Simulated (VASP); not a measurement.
# BN (P1) in VASP: notebook, part 2 of 2

VASP 6.6.1. The steps go on from the part before.

## Step 3: Single point, PBE (dynamics (nvt nose hoover) at 1800 K, volume x 1.06, from the last frame before)

File INCAR:

```
ALGO = Normal
EDIFF = 1E-6
ENCUT = 520
GGA = PE
ISIF = 2
ISMEAR = -1
LASPH = T
LCHARG = T
LELF = T
LREAL = Auto
LVHAR = T
LWAVE = F
NBANDS = 46
NELM = 60
PREC = Accurate
SIGMA = 0.1551
```

File KPOINTS:

```
Automatic mesh
0
Gamma
  2 2 2
  0.5 0.5 0.5
```

File POSCAR:

```
BN
1.0
   -3.6971181333      3.6971181333      0.0000000000
    0.0000000000      3.6971181333     -3.6971181333
   -3.6971181333      0.0000000000     -3.6971181333
B N
8 8
Direct
   -0.0030990354      0.5102524269      0.4996076494
   -0.0044055936      0.0108806369      0.5104318910
    0.0223732369      0.4874243762     -0.0068189598
   -0.0285170763      0.0101522317      0.0033093343
    0.4973859189      0.5022837878      0.4869856561
    0.5136648145      0.0030971420      0.4922029631
    0.5041121038      0.4932152380     -0.0109923455
    0.4915301417     -0.0211686501      0.0146979345
    0.3601007466      0.8699375795      0.4013772204
    0.3748673832      0.3893278354      0.3632253424
    0.3830309038      0.8731726668      0.8635705933
    0.3902568022      0.3603508062      0.8678222833
    0.8873558760      0.8429775267      0.3959003871
    0.8658960532      0.3806957066      0.3606701090
    0.8732206772      0.9032713805      0.8610192818
    0.8706397480      0.3832474238      0.8945765001
```

Potentials or basis: VASP PAW PBE potentials, release 64 (B, N).

Run with:

```bash
$ cat potpaw_PBE.64/B/POTCAR potpaw_PBE.64/N/POTCAR > POTCAR
$ mpirun -np 1 vasp_std > vasp.out
```

OUTCAR:

```text
EDIFF = 1E-6
   ENCUT = 520
   GGA = PE
   ISIF = 2
   ISMEAR = -1
   LASPH = T
   LREAL = Auto
   NELM = 60
   PREC = Accurate

 ion  position               nearest neighbor table
   1  0.997  0.510  0.500-  13 1.42  10 1.61  16 1.69  14 1.71
   2  0.996  0.011  0.510-  15 1.50   9 1.56  14 1.59  13 1.68
   3  0.022  0.487  0.993-  16 1.52  12 1.57  14 1.58  15 1.78
   4  0.971  0.010  0.003-  15 1.49  16 1.60  13 1.69  11 1.76
   5  0.497  0.502  0.487-  10 1.53  14 1.57   9 1.58  12 1.63
   6  0.514  0.003  0.492-  11 1.59  13 1.60   9 1.62  10 1.65
[... 8 lines left out ...]
  15  0.873  0.903  0.861-   4 1.49   2 1.50   8 1.65   3 1.78
  16  0.871  0.383  0.895-   3 1.52   7 1.58   4 1.60   1 1.69

  LATTYP: Found a face centered cubic cell.
 ALAT       =     7.3942362666

  Lattice vectors:

 A1 = (  -3.6971181333,   3.6971181333,   0.0000000000)
 A2 = (   0.0000000000,   3.6971181333,  -3.6971181333)
 A3 = (  -3.6971181333,   0.0000000000,  -3.6971181333)

Analysis of symmetry for initial positions (statically):
=====================================================================
[... 197 lines left out ...]

 k-point     1 :       0.2500    0.2500    0.2500
  band No.  band energies     occupation
      1     -12.5839      2.00000
      2     -10.0847      2.00000
      3      -9.1532      2.00000
      4      -8.9923      2.00000
      5      -8.6740      2.00000
      6      -8.2669      2.00000
[... 741 lines left out ...]
     43      16.7732      0.00000
     44      17.0349      0.00000
 [bands above 44 left out]

------------------------ aborting loop because EDIFF is reached ----------------------------------------

  FORCE on cell =-STRESS in cart. coord.  units (eV):
  Direction    XX          YY          ZZ          XY          YZ          ZX
  --------------------------------------------------------------------------------------
  -------------------------------------------------------------------------------------
  Total       -9.2882680    -10.2233644     -9.1353691      0.2424534     -0.5362559     -0.3403052
  in kB     -147.2398423   -162.0632126   -144.8160514      3.8434292     -8.5008570     -5.3945990
  external PRESSURE =    -151.3730354 kB  Pullay stress =       0.0000000 kB

 VOLUME and BASIS-vectors are now :
 -----------------------------------------------------------------------------
  energy-cutoff  :      520.00
  volume of cell :      101.07
      direct lattice vectors                 reciprocal lattice vectors
    -3.697118133  3.697118133  0.000000000    -0.135240472  0.135240472  0.135240472
     0.000000000  3.697118133 -3.697118133     0.135240472  0.135240472 -0.135240472
    -3.697118133  0.000000000 -3.697118133    -0.135240472 -0.135240472 -0.135240472

 POSITION                                       TOTAL-FORCE (eV/Angst)
 -----------------------------------------------------------------------------------
     -5.53277      5.57212     -3.73357        -1.603788     -1.870917      2.000386
     -5.56796      3.72106     -1.92735         0.820066     -0.252164      1.406237
     -3.75462      1.88478     -5.47397         0.683119     -0.218112     -1.604638
     -3.60392      3.62922     -0.04977        -2.818862      2.149018      0.438258
     -3.63934      3.69590     -3.65745        -1.060144      0.037317     -0.714300
     -3.71881      1.91053     -1.83118        -0.285741     -1.815579     -0.680672
[... 8 lines left out ...]
     -6.41169      6.56790     -6.52279        -1.559075     -3.546467      0.132966
     -6.52621      4.63577     -4.72427         1.494080     -0.658036      3.388543
 -----------------------------------------------------------------------------------
    total drift:                               -0.001468     -0.001656     -0.001012

  FREE ENERGIE OF THE ION-ELECTRON SYSTEM (eV)
  ---------------------------------------------------
  free  energy   TOTEN  =      -137.1773063983 eV

  energy  without entropy=     -137.1773060269  energy(sigma->0) =     -137.17730621
```

OSZICAR:

```text
N       E                     dE             d eps       ncg     rms          rms(c)
DAV:   1     0.244874599039E+03    0.24487E+03   -0.33877E+04  1472   0.136E+03
DAV:   2    -0.128854012615E+03   -0.37373E+03   -0.35642E+03  1882   0.304E+02
DAV:   3    -0.144385112340E+03   -0.15531E+02   -0.15433E+02  1920   0.621E+01
DAV:   4    -0.144547486203E+03   -0.16237E+00   -0.16200E+00  1912   0.658E+00
DAV:   5    -0.144550024035E+03   -0.25378E-02   -0.25357E-02  1848   0.766E-01    0.184E+01
DAV:   6    -0.137670970451E+03    0.68791E+01   -0.20989E+01  1792   0.194E+01    0.850E+00
DAV:   7    -0.137285402761E+03    0.38557E+00   -0.10063E+00  1880   0.491E+00    0.536E+00
DAV:   8    -0.137180603761E+03    0.10480E+00   -0.31106E-01  1680   0.268E+00    0.479E-01
DAV:   9    -0.137176386677E+03    0.42171E-02   -0.17487E-02  1912   0.699E-01    0.246E-01
DAV:  10    -0.137177253971E+03   -0.86729E-03   -0.28518E-03  1832   0.254E-01    0.810E-02
DAV:  11    -0.137177281407E+03   -0.27436E-04   -0.40677E-04  1888   0.962E-02    0.223E-02
DAV:  12    -0.137177301868E+03   -0.20461E-04   -0.29058E-05  1832   0.312E-02    0.129E-02
DAV:  13    -0.137177305755E+03   -0.38872E-05   -0.31522E-06  1680   0.103E-02    0.506E-03
DAV:  14    -0.137177306398E+03   -0.64323E-06   -0.67200E-07  1024   0.457E-03
   1 F= -.13717731E+03 E0= -.13717731E+03  d E =-.371448E-06
```

stdout:

```text
POSCAR found type information on POSCAR B N
 POSCAR found :  2 types and      16 ions
 scaLAPACK will be used
 LDA part: xc-table for (Slater+PW92), standard interpolation
 POSCAR, INCAR and KPOINTS ok, starting setup
 FFT: planning ... GRIDC
 FFT: planning ... GRID_SOFT
 FFT: planning ... GRID
 WAVECAR not read
 entering main loop
```

Wall time 62 s (1 thread of Intel Xeon 6975P-C (Granite Rapids), shared host); peak memory 0.25 GiB.

Results:

* Free energy: -137.1773 eV
* Pressure: -15.1 GPa
* Largest force: 6.342 eV/Å
* Band gap on the k mesh: 4.84 eV

Forces on the atoms (eV/Å):
```
B   -1.604 -1.871  2.000
B    0.820 -0.252  1.406
B    0.683 -0.218 -1.605
B   -2.819  2.149  0.438
B   -1.060  0.037 -0.714
B   -0.286 -1.816 -0.681
B   -0.098  0.907 -1.692
B    0.721  1.872 -0.191
N    1.066  2.491  1.995
N   -0.441 -1.768  1.198
N   -0.102 -0.984 -1.168
N    0.575 -0.741 -1.058
N    4.806  3.171 -2.659
N   -2.198  1.227 -0.791
N   -1.559 -3.546  0.133
N    1.494 -0.658  3.389
```

Stress tensor (GPa, compression positive):
```
-14.72   0.38  -0.54
  0.38 -16.21  -0.85
 -0.54  -0.85 -14.48
```

Levels at points of the mesh, in eV from the valence-band top:
| k point | band 29 | band 30 | band 31 | band 32 | band 33 | band 34 | band 35 | band 36 |
| --- | --- | --- | --- | --- | --- | --- | --- | --- |
| (0.25, 0.25, 0.25) | -1.55 | -1.43 | -0.25 | -0.05 | 4.84 | 5.35 | 5.47 | 8.05 |

Caveat: the k points lie up to 0.74 Å⁻¹ apart; forces of over 1 eV/Å act on the atoms, so gaps and moduli don't describe the material at rest. A k mesh can miss the band edges.
